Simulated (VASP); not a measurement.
Wanted: the native input for a VASP 6.6.1 run.

* Task: single point
* Functional: BLYP
* Potentials or basis: VASP PAW PBE potentials, release 64 (Al, P)
* Cutoff: 500 eV
* k mesh: 8 × 8 × 8
* Occupations: gaussian, width 0.01 eV
* Spin: no spin polarisation
* Dipole correction: no
* Further INCAR settings: ALGO = Normal; EDIFF = 1e-06; NBANDS = 11

The structure of AlP lies in POSCAR:

```
AlP
1.0
    0.0000000000      2.7255000000      2.7255000000
    2.7255000000      0.0000000000      2.7255000000
    2.7255000000      2.7255000000      0.0000000000
Al P
1 1
Direct
    0.0000000000      0.0000000000      0.0000000000
    0.2500000000      0.2500000000      0.2500000000
```

The input as run:

INCAR

```
SYSTEM = AlP
PREC = Accurate
ENCUT = 500
EDIFF = 1E-6
ISMEAR = 0
SIGMA = 0.01
LREAL = .FALSE.
LASPH = .TRUE.
NELM = 120
ALGO = Normal
ISIF = 2
LWAVE = .FALSE.
LCHARG = .TRUE.
GGA = B5
ALDAX = 1.0
AGGAX = 1.0
AGGAC = 1.0
ALDAC = 0.0
LELF = .TRUE.
LVHAR = .TRUE.
NBANDS = 11
GGA_COMPAT = .FALSE.
```

KPOINTS

```
regular mesh
0
G
  8 8 8
  0 0 0
```

Potentials or basis: VASP PAW PBE potentials, release 64 (Al, P).

Launch:

```console
$ cat potpaw_PBE.64/Al/POTCAR potpaw_PBE.64/P/POTCAR > POTCAR
$ mpirun -np 1 vasp_std > vasp.out
```

Results of the run:

```json
{
  "Pressure": "5.3 GPa",
  "Band gap on the k mesh": "1.83 eV, indirect (least direct gap 3.44 eV)"
}
```

Caveat: the PAW data sets were made with another functional, which shifts forces and pressure a little.

Run time: 14 s on 1 thread of Intel(R) Xeon(R) Platinum 8488C (Sapphire Rapids), on a shared host, peak memory 0.15 GiB.
